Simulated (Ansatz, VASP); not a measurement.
**Mg5O in VASP and in Ansatz**

```
Mg O
1.0
     0.00000    4.03098    4.03098
     4.03098    0.00000    4.03098
     4.03098    4.03098    0.00000
Mg O
5 1
Direct
  0.12497 0.12497 0.62509
  0.62509 0.12497 0.12497
  0.12497 0.12497 0.12497
  0.12497 0.62509 0.12497
  0.50000 0.50000 0.50000
  0.75000 0.75000 0.75000
```

Change from the starting cell: species swapped into the Be5Fe type (F-43m, No. 216).

Alike in both runs: functional PBE; k mesh 8 × 8 × 8; occupations gaussian, width 0.1 eV; collinear spin.

Ansatz relaxed the structure, and its values are those at the end. VASP's run is a single point on that final structure, the one shown.

```csv
,VASP,Ansatz
version,VASP 6.6.1,Ansatz 0.2.0
potentials or method,"VASP PAW PBE potentials, release 64 (Mg, O), cutoff 520 eV","scalar-relativistic, plane waves, PAW"
valence electrons in the cell,16,56
```

|  | VASP | Ansatz | Ansatz less VASP |
| --- | --- | --- | --- |
| gap on the k mesh at the Fermi level (eV) | none | none | - |
| pressure (GPa) | -0.1 | 0.0 | +0.14 |
| net moment per atom (μB) | 0.00 | 0.09 | +0.085 |
| size of the moment on the site where the two differ most (μB) | 0.00 | 0.29 | +0.288 |

Site moments also hang on the region over which each program counts them. A gap of «none» marks a metal or a gap that the smearing closes. VASP's potentials hold 16 valence electrons a cell and Ansatz's 56, so a difference there can come from the potentials and not from the codes.
